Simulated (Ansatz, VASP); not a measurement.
**PbS: VASP beside Ansatz**

INCAR

```
PREC = Accurate
ENCUT = 520
EDIFF = 1E-6
ISMEAR = -1
SIGMA = 0.02
LREAL = F
LASPH = T
NELM = 100
ALGO = Normal
ISIF = 2
LWAVE = F
LCHARG = F
GGA = PE
NBANDS = 28
```

Contents of KPOINTS:

```
regular mesh
0
Gamma
  6 6 6
```

Contents of POSCAR:

```
PbS
1.0
    2.1798079500     -6.0259628833      0.0651890667
    1.9800980500      5.9566311167     -0.1345208333
   -0.0713220167     -0.0713220167      4.2793210000
Pb S
2 2
Direct
    0.8694370000      0.1305630000      0.7500000000
    0.1305630000      0.8694370000      0.2500000000
    0.6452030000      0.3547970000      0.7500000000
    0.3547970000      0.6452030000      0.2500000000
```

Input for Ansatz:

```yaml
crystal:
  lattice:
    - [2.1798079500000003, -6.025962883333333, 0.06518906666666668]
    - [1.98009805, 5.956631116666667, -0.13452083333333337]
    - [-0.07132201666666668, -0.07132201666666668, 4.279321]
  atoms:
    - { symbol: Pb, position: [0.869437, 0.130563, 0.75] }
    - { symbol: Pb, position: [0.130563, 0.869437, 0.25] }
    - { symbol: S, position: [0.645203, 0.354797, 0.75] }
    - { symbol: S, position: [0.354797, 0.645203, 0.25] }
basis:
  ecutwfc: 520.0
kpoints:
  mp_grid:
    grid: [6, 6, 6]
hamiltonian:
  xc: pbe
  pseudopotentials:
    kind: paw
scf:
  occupations:
    method: fermi_dirac
    width: 0.02
output:
  stress: true
```

Alike in both runs: task single point; functional PBE; k mesh 6 × 6 × 6; occupations fermi-dirac, width 0.02 eV; no spin polarisation.

|  | VASP | Ansatz |
| --- | --- | --- |
| version | VASP 6.6.1 | Ansatz 0.2.0 |
| potentials or method | VASP PAW PBE potentials, release 64 (Pb_d, S), cutoff 520 eV | plane waves, PAW |
| valence electrons in the cell | 40 | 40 |

Ansatz gave:

```
pressure (GPa)                                                : 1.2
traceless stress, the component that is largest in VASP (GPa) : 1.86
```

**Question.** Which values does VASP return?

**Answer.** Pressure (GPa): 1.2; traceless stress, the component that is largest in VASP (GPa): 1.87.

With one functional, cell and mesh, what is left measures potentials, basis and numerics.

Neither program's run includes spin-orbit coupling.
